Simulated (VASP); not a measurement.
The system is PdCl4.

```
Pd Cl
1.0
    -3.64385    3.64385    2.77447
     3.64385   -3.64385    2.77447
     3.64385    3.64385   -2.77447
Pd Cl
1 4
Cartesian
  0.0000 0.0000 0.0000
  2.0299 2.0299 2.7745
  2.0299 -2.0299 2.7745
  -2.0299 2.0299 2.7745
  1.6139 1.6139 0.0000
```

The cell was built from a structure type or drawn by symmetry, and may not be a known phase.

| Property | Result |
| --- | --- |
| Program | VASP 6.6.1 |
| Task | relaxation of cell and atoms |
| Functional | PBE |
| Potentials or basis | VASP PAW PBE potentials, release 64 (Pd, Cl) |
| Cutoff | 600 eV |
| k mesh | 8 × 8 × 8 |
| Occupations | gaussian, width 0.1 eV |
| Spin | no spin polarisation |

At the start: pressure -0.2 GPa; volume 29.47 Å³/atom.

Problem. How do energy, volume and symmetry change on relaxing?

Solution. Over 12 steps the energy falls by 3.2 meV/atom and the volume is 27.94 Å³/atom (-5.2 %); space group I4/mmm (No. 139, to 0.1 Å) before and after.

Step by step:
| step | energy change (eV) | largest force (eV/Å) | pressure (GPa) | volume (Å³) |
| --- | --- | --- | --- | --- |
| 1 | 0.0000 | 0.1099 | -0.20 | 147.35 |
| 2 | -0.0045 | 0.0551 | -0.29 | 146.58 |
| 3 | -0.0065 | 0.0117 | -0.39 | 145.64 |
| 4 | -0.0089 | 0.0472 | -0.04 | 143.89 |
| 5 | -0.0090 | 0.0619 | 0.05 | 143.46 |
| 6 | -0.0102 | 0.0609 | 0.05 | 143.15 |
| 7 | -0.0132 | 0.0574 | 0.06 | 142.19 |
| 8 | -0.0151 | 0.0498 | 0.10 | 140.28 |
| 9 | -0.0151 | 0.0536 | -0.25 | 140.21 |
| 10 | -0.0156 | 0.0021 | -0.08 | 140.25 |
| 11 | -0.0158 | 0.0002 | -0.02 | 139.91 |
| 12 | -0.0159 | 0.0008 | 0.01 | 139.72 |

Final structure:
```
CELL_PARAMETERS angstrom
-3.56974 3.56974 2.74112
3.56974 -3.56974 2.74112
3.56974 3.56974 -2.74112
ATOMIC_POSITIONS crystal
Pd 0.00000 0.00000 0.00000
Cl 0.77310 0.77310 0.54619
Cl 0.22690 0.77310 0.00000
Cl 0.77310 0.22690 0.00000
Cl 0.22690 0.22690 0.45381
```
